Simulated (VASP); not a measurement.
# Ca3Lu (Pm-3m) in VASP: notebook, part 3 of 3

VASP 6.6.1. Earlier steps stand in the parts before.

## (5) Relaxation of cell and atoms, PBE, target pressure 30 GPa, at which the enthalpy is minimised

INCAR

```
SYSTEM = Ca3Lu
PREC     = Accurate       ! precision mode
ENCUT    = 600            ! plane-wave cutoff, eV
EDIFF    = 1E-7           ! SCF threshold, eV
ISMEAR   = -1             ! smearing method
SIGMA    = 0.05           ! smearing width, eV
LREAL    = .FALSE.        ! projectors in reciprocal space
LASPH    = .TRUE.         ! aspherical terms in the spheres
NELM     = 80             ! most SCF steps
ALGO     = Normal         ! electronic algorithm
ISIF     = 3              ! what is computed and relaxed
LWAVE    = .FALSE.        ! write WAVECAR
LCHARG   = .FALSE.        ! write CHGCAR
GGA      = PE             ! functional
IBRION   = 2              ! ionic algorithm
NSW      = 60             ! ionic steps
EDIFFG   = -0.01          ! ionic threshold
PSTRESS  = 300.0
```

KPOINTS

```
Automatic mesh
0
G
  5 5 5
  0 0 0
```

POSCAR

```
Ca3Lu
1.0
    5.3617750000      0.0000000000      0.0000000000
    0.0000000000      5.3617750000      0.0000000000
    0.0000000000      0.0000000000      5.3617750000
Lu Ca
1 3
Direct
    0.5000000000      0.5000000000      0.5000000000
    0.0000000000      0.0000000000      0.5000000000
    0.0000000000      0.5000000000      0.0000000000
    0.5000000000      0.0000000000      0.0000000000
```

Potentials or basis: VASP PAW PBE potentials, release 64 (Lu, Ca_sv).

Started as:

```bash
cat potpaw_PBE.64/Lu/POTCAR potpaw_PBE.64/Ca_sv/POTCAR > POTCAR
mpirun -np 1 vasp_std > vasp.out
```

OUTCAR:

```text
SYSTEM = Ca3Lu
   PREC = Accurate
   ENCUT = 600
   EDIFF = 1E-7
   ISMEAR = -1
   LREAL = .FALSE.
   LASPH = .TRUE.
   NELM = 80
   ISIF = 3
   GGA = PE
   IBRION = 2
   NSW = 60
   EDIFFG = -0.01
   PSTRESS = 300.0

 ion  position               nearest neighbor table
   1  0.500  0.500  0.500-
   2  0.000  0.000  0.500-
   3  0.000  0.500  0.000-
   4  0.500  0.000  0.000-

  LATTYP: Found a simple cubic cell.
 ALAT       =     5.3617750000

  Lattice vectors:

 A1 = (   5.3617750000,   0.0000000000,   0.0000000000)
 A2 = (   0.0000000000,   5.3617750000,   0.0000000000)
 A3 = (   0.0000000000,   0.0000000000,   5.3617750000)

Analysis of symmetry for initial positions (statically):
=====================================================================
 Subroutine PRICEL returns:
 Original cell was already a primitive cell.

 Routine SETGRP: Setting up the symmetry group for a
 simple cubic supercell.

 Subroutine GETGRP returns: Found 48 space group operations
 (whereof 48 operations were pure point group operations)
 out of a pool of 48 trial point group operations.

The static configuration has the point symmetry O_h .

Analysis of symmetry for dynamics (positions and initial velocities):
=====================================================================
 Subroutine PRICEL returns:
 Original cell was already a primitive cell.

 Routine SETGRP: Setting up the symmetry group for a
 simple cubic supercell.

 Subroutine GETGRP returns: Found 48 space group operations
 (whereof 48 operations were pure point group operations)
 out of a pool of 48 trial point group operations.

The dynamic configuration has the point symmetry O_h .

 Subroutine INISYM returns: Found 48 space group operations
 (whereof 48 operations are pure point group operations),
 and found     1 'primitive' translations

----------------------------------------------------------------------------------------

                                     Primitive cell

  volume of cell :     154.1437

  direct lattice vectors                    reciprocal lattice vectors
     5.361775000  0.000000000  0.000000000     0.186505402  0.000000000  0.000000000
     0.000000000  5.361775000  0.000000000     0.000000000  0.186505402  0.000000000
     0.000000000  0.000000000  5.361775000     0.000000000  0.000000000  0.186505402

  length of vectors
     5.361775000  5.361775000  5.361775000     0.186505402  0.186505402  0.186505402

  position of ions in fractional coordinates (direct lattice)
     0.500000000  0.500000000  0.500000000
     0.000000000  0.000000000  0.500000000
     0.000000000  0.500000000  0.000000000
     0.500000000  0.000000000  0.000000000

  ion indices of the primitive-cell ions
   primitive index   ion index
                 1           1
                 2           2
                 3           3
                 4           4

----------------------------------------------------------------------------------------

 KPOINTS: Automatic mesh

Automatic generation of k-mesh.
 Grid dimensions read from file:
 generate k-points for:    5    5    5

 Generating k-lattice:

  Cartesian coordinates                     Fractional coordinates (reciprocal lattice)
     0.037301080  0.000000000  0.000000000     0.200000000  0.000000000  0.000000000
     0.000000000  0.037301080  0.000000000     0.000000000  0.200000000  0.000000000
     0.000000000  0.000000000  0.037301080     0.000000000  0.000000000  0.200000000

  Length of vectors
     0.037301080  0.037301080  0.037301080

  Shift w.r.t. Gamma in fractional coordinates (k-lattice)
     0.000000000  0.000000000  0.000000000

 Subroutine IBZKPT returns following result:
 ===========================================

 Found     10 irreducible k-points:

 Following reciprocal coordinates:
            Coordinates               Weight
  0.000000  0.000000  0.000000      1.000000
  0.200000  0.000000  0.000000      6.000000
  0.400000  0.000000  0.000000      6.000000
  0.200000  0.200000  0.000000     12.000000
  0.400000  0.200000  0.000000     24.000000
  0.400000  0.400000  0.000000     12.000000
  0.200000  0.200000  0.200000      8.000000
  0.400000  0.200000  0.200000     24.000000
  0.400000  0.400000  0.200000     24.000000
  0.400000  0.400000  0.400000      8.000000
   k-points           NKPTS =     10   k-points in BZ     NKDIM =     10   number of bands    NBANDS=     33
   number of dos      NEDOS =    301   number of ions     NIONS =      4
   total plane-waves  NPLWV = 110592
   dimension x,y,z NGX =    48 NGY =   48 NGZ =   48
   dimension x,y,z NGXF=    96 NGYF=   96 NGZF=   96
   ions per type =               1   3
   NGX,Y,Z   is equivalent  to a cutoff of  14.88, 14.88, 14.88 a.u.
   NGXF,Y,Z  is equivalent  to a cutoff of  29.77, 29.77, 29.77 a.u.
 SYSTEM =  Ca3Lu
   PREC   = accura    normal or accurate (medium, high low for compatibility)
   ISTART =      0    job   : 0-new  1-cont  2-samecut
   ICHARG =      2    charge: 1-file 2-atom 10-const
   ISPIN  =      1    spin polarized calculation?
   LNONCOLLINEAR =      F non collinear calculations
   LSORBIT =      F    spin-orbit coupling
   LASPH  =      T    aspherical Exc in radial PAW
   ENCUT  =  600.0 eV  44.10 Ry    6.64 a.u.  10.71 10.71 10.71*2*pi/ulx,y,z
   NELM   =     80;   NELMIN=  2; NELMDL= -5     # of ELM steps
   EDIFF  = 0.1E-06   stopping-criterion for ELM
   LREAL  =      F    real-space projection
   EDIFFG = -.1E-01   stopping-criterion for IOM
   NSW    =     60    number of steps for IOM
   IBRION =      2    ionic relax: 0-MD 1-quasi-New 2-CG
   NFREE  =      1    steps in history (QN), initial steepest desc. (CG)
   ISIF   =      3    stress and relaxation
   ISYM   =      2    0-nonsym 1-usesym 2-fastsym
   POTIM  = 0.5000    time-step for ionic-motion
   TEBEG  =    0.0;   TEEND  =   0.0 temperature during run
   PSTRESS=  300.0 pullay stress
   NELECT =      55.0000    total number of electrons
   NUPDOWN=      -1.0000    fix difference up-down
   EMIN   =  10.00;   EMAX   =-10.00  energy-range for DOS
   EFERMI =   0.00;   METHOD = LEGACY
   ISMEAR =    -1;   SIGMA  =   0.05  broadening in eV -4-tet -1-fermi 0-gaus
   EFERMI_NEDOS =   21; number of points for ismear=-14 and -15
   IALGO  =     38    algorithm
   IMIX   =      4    mixing-type and parameters
     AMIX     =   0.40;   BMIX     =  1.00
     AMIX_MAG =   1.60;   BMIX_MAG =  1.00
  volume/ion in A,a.u.               =      38.54       260.05
  Fermi-wavevector in a.u.,A,eV,Ry     =   1.161147  2.194249 18.344218  1.348262
  Thomas-Fermi vector in A             =   2.297722
   LORBIT       =      0    0 simple, 1 ext, 2 COOP (PROOUT), +10 PAW based schemes
   GGA     = PE    functional components
   LHFCALC =     F    Hartree Fock is set to
   AEXX    =    0.0000 exact exchange contribution
   IVDW    =     0    specifies the selected vdW correction
   LEPSILON=     F    determine dielectric tensor
   LRPA    =     F    only Hartree local field effects (RPA)
 conjugate gradient relaxation of ions
 non-spin polarized calculation
  energy-cutoff  :      600.00
  volume of cell :      154.14
 maximum number of plane-waves:      5177
 NGX is ok and might be reduce to    48
   NGX = 21   NGY = 21   NGZ = 21

--------------------------------------- Ionic step        1  -------------------------------------------

 number of electron      54.9999993 magnetization

 Free energy of the ion-electron system (eV)
  ---------------------------------------------------
  ext. energy  EPLUGINS =         0.00000000
  ---------------------------------------------------
  free energy    TOTEN  =        -9.72032109 eV

  energy without entropy =       -9.66945370  energy(sigma->0) =       -9.69488740

 E-fermi :   2.0726     XC(G=0):  -8.3774

 val. band max:        2.0713312018   @ k =   0.4000   0.4000   0.4000
 cond. band min:       2.0842098948   @ k =   0.4000   0.0000   0.0000
 fundamental gap:      0.0128786930
 Fermi energy:         2.0725849539

 k-point     1 :       0.0000    0.0000    0.0000
  band No.  band energies     occupation
      1     -55.3749      2.00000
      2     -39.6031      2.00000
      3     -39.5823      2.00000
      4     -39.5823      2.00000
      5     -25.9768      2.00000
      6     -25.9768      2.00000
[... 386 lines left out ...]
  enthalpy is  TOTEN    =        19.1423439010 eV   P V=       28.8626649937

--------------------------------------- Ionic step        2  -------------------------------------------

 number of electron      55.0000001 magnetization

 E-fermi :  10.5122     XC(G=0): -14.4706

 val. band max:       10.4612543548   @ k =   0.4000   0.4000   0.0000
 cond. band min:      10.5362291211   @ k =   0.4000   0.0000   0.0000
 fundamental gap:      0.0749747663
 Fermi energy:        10.5122079846

 k-point     1 :       0.0000    0.0000    0.0000
  band No.  band energies     occupation
      1     -45.9027      2.00000
      2     -31.3820      2.00000
      3     -29.2623      2.00000
      4     -29.2623      2.00000
      5     -17.7271      2.00000
      6     -17.7271      2.00000
[... 506 lines left out ...]
  enthalpy is  TOTEN    =        10.5849868202 eV   P V=       15.9098429523

--------------------------------------- Ionic step        6  -------------------------------------------

 number of electron      55.0000005 magnetization

 Free energy of the ion-electron system (eV)
  ---------------------------------------------------
  ext. energy  EPLUGINS =         0.00000000
  ---------------------------------------------------
  free energy    TOTEN  =        -5.35258099 eV

  energy without entropy =       -5.31485591  energy(sigma->0) =       -5.33371845

 E-fermi :   4.9087     XC(G=0): -10.7364

 val. band max:        4.9075191551   @ k =   0.2000   0.2000   0.2000
 cond. band min:       4.9677560376   @ k =   0.4000   0.2000   0.2000
 fundamental gap:      0.0602368825
 Fermi energy:         4.9086705032

 k-point     1 :       0.0000    0.0000    0.0000
  band No.  band energies     occupation
      1     -51.1342      2.00000
      2     -35.4837      2.00000
      3     -35.2374      2.00000
      4     -35.2374      2.00000
      5     -21.9066      2.00000
      6     -21.9066      2.00000
[... 380 lines left out ...]
  FREE ENERGIE OF THE ION-ELECTRON SYSTEM (eV)
  ---------------------------------------------------
  free  energy   TOTEN  =        -5.3525809922 eV

  energy  without entropy=       -5.3148559138  energy(sigma->0) =       -5.33371845

  enthalpy is  TOTEN    =        10.5849537823 eV   P V=       15.9375347745

 reached required accuracy - stopping structural energy minimisation
```

Wall time 5.8 min (1 thread of Intel Xeon 6975P-C (Granite Rapids), shared host); peak memory 0.4 GiB.

Results:

* Free energy: -5.3526 eV
* Relaxed volume: 21.28 Å³/atom
* Relaxed cell: a = 4.399 Å, b = 4.399 Å, c = 4.399 Å, α = 90.00°, β = 90.00°, γ = 90.00°
* Space group after relaxing (to 0.1 Å): Pm-3m (No. 221)
* Energy change on relaxing (the run minimises the enthalpy): +1091.9 meV/atom
* Ionic steps: 6
* Pressure after relaxing: 30.0 GPa
* Band gap on the k mesh: zero (an odd number of electrons rules out a gap without spin polarisation)

Step by step:
| step | energy change (eV) | largest force (eV/Å) | pressure (GPa) | volume (Å³) |
| --- | --- | --- | --- | --- |
| 1 | 0.0000 | 0.0000 | 0.03 | 154.14 |
| 2 | 23.8891 | 0.0000 | 165.42 | 42.77 |
| 3 | 3.3367 | 0.0000 | 23.98 | 91.27 |
| 4 | 4.1923 | 0.0000 | 28.94 | 86.07 |
| 5 | 4.3955 | 0.0000 | 30.10 | 84.97 |
| 6 | 4.3677 | 0.0000 | 29.97 | 85.12 |

Final structure:
```yaml
crystal:
  lattice:
    - [4.39883, 0.00000, 0.00000]
    - [0.00000, 4.39883, 0.00000]
    - [0.00000, 0.00000, 4.39883]
  atoms:
    - { symbol: Lu, position: [0.50000, 0.50000, 0.50000] }
    - { symbol: Ca, position: [0.00000, 0.00000, 0.50000] }
    - { symbol: Ca, position: [0.00000, 0.50000, 0.00000] }
    - { symbol: Ca, position: [0.50000, 0.00000, 0.00000] }
```

Levels at points of the mesh, in eV from the Fermi level:
| k point | band 25 | band 26 | band 27 | band 28 | band 29 | band 30 |
| --- | --- | --- | --- | --- | --- | --- |
| (0.00, 0.00, 0.00) | -2.00 | -2.00 | -1.58 | -0.57 | -0.57 | -0.57 |

Caveat: the cell is relaxed towards a set pressure, so the run minimises the enthalpy, not the energy; the volume moved by over 15 % at a fixed basis, so the end points are rough; spin-orbit coupling is left out, which moves the levels of the heavy elements.

## (6) Overview

```csv
cell,gap on the mesh (eV),pressure (GPa)
relaxed to 2 GPa,none,2.0
relaxed to 5 GPa,none,5.0
relaxed to 20 GPa,none,19.9
relaxed to 30 GPa,none,30.0
```

Alike in all rows: task relaxation of cell and atoms; level PBE; potentials or basis VASP PAW PBE potentials, release 64 (Lu, Ca_sv); no spin polarisation; k mesh 5 × 5 × 5; cutoff (eV) 600; smearing fermi-dirac 0.05 eV.

Caveats: the cell is relaxed towards a set pressure, so the run minimises the enthalpy, not the energy; spin-orbit coupling is left out, which moves the levels of the heavy elements; the volume moved by over 15 % at a fixed basis, so the end points are rough (at least some runs).

Total energies depend on the potentials used, so only differences within one code and one set of settings carry meaning.
